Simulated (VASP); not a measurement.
Input of a VASP 6.6.1 run:

INCAR

```
SYSTEM = Sn2TeAs2
PREC = Accurate
ENCUT = 600
EDIFF = 1E-6
ISMEAR = 0
SIGMA = 0.1
LREAL = .FALSE.
LASPH = .TRUE.
NELM = 100
ALGO = Normal
ISIF = 3
LWAVE = .FALSE.
LCHARG = .FALSE.
GGA = PE
IBRION = 2
NSW = 90
EDIFFG = -0.04
```

KPOINTS

```
Automatic mesh
0
G
  6 6 6
  0 0 0
```

File POSCAR:

```
Sn2TeAs2
1.0
   -2.4206724000      2.4206724000      5.7817415000
    2.4206724000     -2.4206724000      5.7817415000
    2.4206724000      2.4206724000     -5.7817415000
Sn Te As
2 1 2
Direct
    0.3849999900      0.3849999900      0.0000000000
    0.6150000100      0.6150000100      0.0000000000
    0.0000000000      0.0000000000      0.0000000000
    0.7500000000      0.2500000000      0.5000000000
    0.2500000000      0.7500000000      0.5000000000
```

Potentials or basis: VASP PAW PBE potentials, release 64 (Sn_d, Te, As).

The run is started by

```bash
$ cat potpaw_PBE.64/Sn_d/POTCAR potpaw_PBE.64/Te/POTCAR potpaw_PBE.64/As/POTCAR > POTCAR
$ mpirun -np 1 vasp_std > vasp.out
```

Problem. What does it give for the relaxed cell?

Solution. a = 6.104 Å, b = 6.104 Å, c = 6.104 Å, α = 129.20°, β = 129.20°, γ = 74.69°.

Problem. What does it give for the relaxed volume?

Solution. 26.61 Å³/atom.

Final structure:
```
Sn Te As
1.0
    -2.61817    2.61817    4.85238
     2.61817   -2.61817    4.85238
     2.61817    2.61817   -4.85238
Sn Te As
2 1 2
Direct
  0.35005 0.35005 0.00000
  0.64995 0.64995 0.00000
  0.00000 0.00000 0.00000
  0.75000 0.25000 0.50000
  0.25000 0.75000 0.50000
```
